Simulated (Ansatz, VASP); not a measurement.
One calculation of Rb, two programs

Contents of POSCAR:

```
Rb
1.0
    0.0000000000      3.6398850000      3.6398850000
    3.6398850000      0.0000000000      3.6398850000
    3.6398850000      3.6398850000      0.0000000000
Rb
1
Direct
    0.0000000000      0.0000000000      0.0000000000
```

INCAR.step1

```
SYSTEM = Rb
ALGO = Normal
EDIFF = 1E-4
ENCUT = 520
GGA = PE
ISMEAR = 0
LASPH = .TRUE.
LCHARG = .FALSE.
LREAL = .FALSE.
LWAVE = .TRUE.
NBANDS = 10
NELM = 60
PREC = Accurate
SIGMA = 0.15
```

INCAR.step2

```
SYSTEM = Rb
ALGO = Normal
EDIFF = 1E-6
ENCUT = 520
ISIF = 2
ISMEAR = 0
ISTART = 1
LASPH = .TRUE.
LCHARG = .FALSE.
LMIXTAU = .TRUE.
LREAL = .FALSE.
LWAVE = .FALSE.
METAGGA = R2SCAN
NBANDS = 10
NELM = 60
PREC = Accurate
SIGMA = 0.15
```

Contents of KPOINTS:

```
k-points
0
G
  6 6 6
  0 0 0
```

Input for Ansatz:

```yaml
crystal:
  lattice:
    - [0.0, 3.639885, 3.639885]
    - [3.639885, 0.0, 3.639885]
    - [3.639885, 3.639885, 0.0]
  atoms:
    - { symbol: Rb, position: [0.0, 0.0, 0.0] }
basis:
  ecutwfc: 550.0
kpoints:
  mp_grid:
    grid: [6, 6, 6]
hamiltonian:
  xc: r2scan
scf:
  n_extra_bands: 12
  occupations:
    method: gaussian
    width: 0.15
output:
  stress: true
```

Alike in both runs: task single point; functional r2SCAN; k mesh 6 × 6 × 6; occupations gaussian, width 0.15 eV; no spin polarisation.

|  | VASP | Ansatz |
| --- | --- | --- |
| version | VASP 6.6.1 | Ansatz 0.2.0 |
| potentials or method | VASP PAW PBE potentials, release 64 (Rb_sv), cutoff 520 eV | plane waves, PAW |
| valence electrons in the cell | 9 | 9 |

|  | VASP | Ansatz | Ansatz less VASP |
| --- | --- | --- | --- |
| pressure (GPa) | 0.0 | 0.0 | 0.00 |

VASP's potentials were made for PBE, not for r2SCAN. With one functional, cell and mesh, what is left measures potentials, basis and numerics.
